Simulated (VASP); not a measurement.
The system is Al3H.

```
Al H
1.0
     5.16422    0.00000    0.00000
    -2.58211    4.47234    0.00000
     0.00000    0.00000    4.13975
Al H
6 2
Direct
  0.14971 0.29943 0.75000
  0.85029 0.14971 0.25000
  0.85029 0.70057 0.25000
  0.14971 0.85029 0.75000
  0.70057 0.85029 0.75000
  0.29943 0.14971 0.25000
  0.66667 0.33333 0.75000
  0.33333 0.66667 0.25000
```

The cell was generated, and may not be a known phase.

```yaml
Program: VASP 6.6.1
Task: relaxation of cell and atoms
Functional: PBE
Potentials_or_basis: VASP PAW PBE potentials, release 64 (Al, H)
Cutoff: 600 eV
k_mesh: 6 × 6 × 4
Occupations: gaussian, width 0.1 eV
Spin: no spin polarisation
```

At the start: pressure 34.2 GPa; volume 11.95 Å³/atom.

Question: How do energy, volume and symmetry change on relaxing?

Answer: Over 12 steps the energy falls by 578.2 meV/atom and the volume is 14.73 Å³/atom (+23.3 %); space group P6_3/mmc (No. 194, to 0.1 Å) before and after.

The path:
```
step  energy change (eV)  largest force (eV/Å)  pressure (GPa)  volume (Å³)
   1              0.0000                5.7747           34.25        95.61
   2             -3.9018                0.9383           -5.71       135.50
   3             -4.5584                0.1372           -0.67       119.71
   4             -4.5580                0.0857           -0.96       120.23
   5             -4.5791                0.0559           -0.51       119.17
   6             -4.6182                0.0381            0.58       116.82
   7             -4.5523                0.0556            3.67       112.04
   8             -4.6189                0.0227            1.13       115.86
   9             -4.6202                0.0271            0.89       116.28
  10             -4.6240                0.0232            0.09       117.58
  11             -4.6246                0.0223            0.32       117.20
  12             -4.6256                0.0181           -0.04       117.85
```

Final structure:
```xyz
8
Lattice="5.6206 0.0000 0.0000 -2.8103 4.8675 0.0000 0.0000 0.0000 4.3075" Properties=species:S:1:pos:R:3 pbc="T T T"
Al    0.0000    1.6936    3.2306
Al    4.1539    0.8468    1.0769
Al    2.8103    3.1740    1.0769
Al   -1.3436    4.0208    3.2306
Al    1.3436    4.0208    3.2306
Al    1.4667    0.8468    1.0769
H     2.8103    1.6225    3.2306
H     0.0000    3.2450    1.0769
```

Caveat: the k points lie up to 0.36 Å⁻¹ apart in the final cell, too coarse for converged energies and pressures of a metal; the volume moved by over 15 % at a fixed basis, so the end points are rough.
